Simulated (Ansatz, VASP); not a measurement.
# CdTe, level by level in two programs

```xyz
2
Lattice="0.0000 3.2472 3.2472 3.2472 0.0000 3.2472 3.2472 3.2472 0.0000" Properties=species:S:1:pos:R:3 pbc="T T T"
Te    4.8708    4.8708    4.8708
Cd    0.0000    0.0000    0.0000
```

Single points on this cell with VASP 6.6.1 and Ansatz 0.2.0. Each row is one pair of runs. Alike in all rows: spin: off; smearing: fermi-dirac, width 0.05 eV; VASP's potentials, cutoff: VASP PAW PBE potentials, release 64 (Te, Cd), 520 eV.

| level | k mesh | Ansatz's potentials, cutoff | gap on the k mesh at the Fermi level (eV), VASP | gap on the k mesh at the Fermi level (eV), Ansatz | least direct gap on the mesh (eV), VASP | least direct gap on the mesh (eV), Ansatz | pressure (GPa), VASP | pressure (GPa), Ansatz |
| --- | --- | --- | --- | --- | --- | --- | --- | --- |
| PBE+D3(BJ) | 7 × 7 × 7 | Ansatz PAW, 420 eV | 0.75 | 0.75 | 0.75 | 0.75 | 0.6 | 0.4 |
| BLYP | 7 × 7 × 7 | Ansatz PAW, 420 eV | 0.69 | ? | 0.69 | ? | 5.0 | ? |
| HSE06 | 4 × 4 × 4 | Ansatz PAW, 420 eV | 1.54 | 1.63 | 1.54 | 1.63 | 1.5 | 1.6 |
| r2SCAN50 | 4 × 4 × 4 | Ansatz PAW, 500 eV | 3.83 | 3.94 | 3.83 | 3.94 | 0.0 | 0.4 |

**Question.** Fill in what Ansatz gave in row 2.

**Answer.** gap on the k mesh at the Fermi level (eV): 0.66; least direct gap on the mesh (eV): 0.66; pressure (GPa): 4.8.

VASP's potentials hold 18 valence electrons a cell and Ansatz's 36, so a difference there can come from the potentials and not from the codes.

Neither program's run includes spin-orbit coupling. Noted on Ansatz's runs: odd divisions of the mesh miss points on the zone boundary, where band edges often lie, so the gap on the mesh can be too wide.
